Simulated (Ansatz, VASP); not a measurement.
## Ir12O in VASP and in Ansatz

The input INCAR:

```
SYSTEM = Ir12O
PREC = Accurate ; ENCUT = 520
EDIFF = 1E-6 ; ISMEAR = 0
SIGMA = 0.1 ; LREAL = .False.
LASPH = .True. ; NELM = 80
ALGO = Normal ; ISIF = 2
LWAVE = .False. ; LCHARG = .False.
LDIPOL = .True. ; IDIPOL = 3
DIPOL = 0.5 0.5 0.295 ; GGA = PE
IVDW = 12 ; NBANDS = 69
```

Contents of KPOINTS:

```
Automatic mesh
0
Gamma
  5 5 1
  0 0 0
```

File POSCAR:

```
Ir12O
1.0
    5.4309029918      0.0000000000      0.0000000000
    0.0000000000      5.4309029918      0.0000000000
    0.0000000000      0.0000000000     21.0013955423
Ir O
12 1
Direct
    0.2500000000      0.2500000000      0.1904635333
    0.2500000000      0.7500000000      0.1904635333
    0.7500000000      0.2500000000      0.1904635333
    0.7500000000      0.7500000000      0.1904635333
    0.0000000000      0.0000000000      0.2785823619
    0.0000000000      0.5000000000      0.2785823619
    0.5000000000      0.0000000000      0.2785823619
    0.5000000000      0.5000000000      0.2785823619
    0.2500000000      0.2500000000      0.3667087517
    0.2500000000      0.7500000000      0.3667087517
    0.7500000000      0.2500000000      0.3667087517
    0.7500000000      0.7500000000      0.3667087517
    0.2500000000      0.3333333333      0.4857484600
```

Input for Ansatz:

```yaml
crystal:
  lattice:
    - [5.4309029918, 0.0, 0.0]
    - [0.0, 5.4309029918, 0.0]
    - [0.0, 0.0, 21.0013955423]
  atoms:
    - { symbol: Ir, position: [0.25, 0.25, 0.1904635333] }
    - { symbol: Ir, position: [0.25, 0.75, 0.1904635333] }
    - { symbol: Ir, position: [0.75, 0.25, 0.1904635333] }
    - { symbol: Ir, position: [0.75, 0.75, 0.1904635333] }
    - { symbol: Ir, position: [0.0, 0.0, 0.2785823619] }
    - { symbol: Ir, position: [0.0, 0.5, 0.2785823619] }
    - { symbol: Ir, position: [0.5, 0.0, 0.2785823619] }
    - { symbol: Ir, position: [0.5, 0.5, 0.2785823619] }
    - { symbol: Ir, position: [0.25, 0.25, 0.3667087517] }
    - { symbol: Ir, position: [0.25, 0.75, 0.3667087517] }
    - { symbol: Ir, position: [0.75, 0.25, 0.3667087517] }
    - { symbol: Ir, position: [0.75, 0.75, 0.3667087517] }
    - { symbol: O, position: [0.25, 0.3333333333, 0.48574846] }
basis:
  ecutwfc: 420
kpoints:
  mp_grid: { grid: [5, 5, 1] }
hamiltonian:
  xc: pbe
  pseudopotentials: { kind: paw, azcp: { folder: soft_1 } }
  dispersion: d3bj
scf:
  occupations: { method: gaussian, width: 0.1 }
output:
  forces: true
  eigenvalues: true
efield:
  axis: 3
  dipole_correction: true
  ramp_width: 0.04
```

Alike in both runs: task single point; functional PBE; dispersion D3(BJ); k mesh 5 × 5 × 1; occupations gaussian, width 0.1 eV; no spin polarisation.

|  | VASP | Ansatz |
| --- | --- | --- |
| version | VASP 6.6.1 | Ansatz 0.2.0 |
| potentials or method | VASP PAW PBE potentials, release 64 (Ir, O), cutoff 520 eV | scalar-relativistic, plane waves, PAW |
| valence electrons in the cell | 114 | 210 |

```tsv
	VASP	Ansatz	Ansatz less VASP
gap on the k mesh at the Fermi level (eV)	none	none	-
rms of the force components (eV/Å)	0.810	0.810	-0.0005
```

Atom by atom the forces differ by 0.024 eV/Å (rms over components). A gap of «none» marks a metal or a gap that the smearing closes. VASP's potentials hold 114 valence electrons a cell and Ansatz's 210, so a difference there can come from the potentials and not from the codes.

Spin-orbit coupling is off throughout.
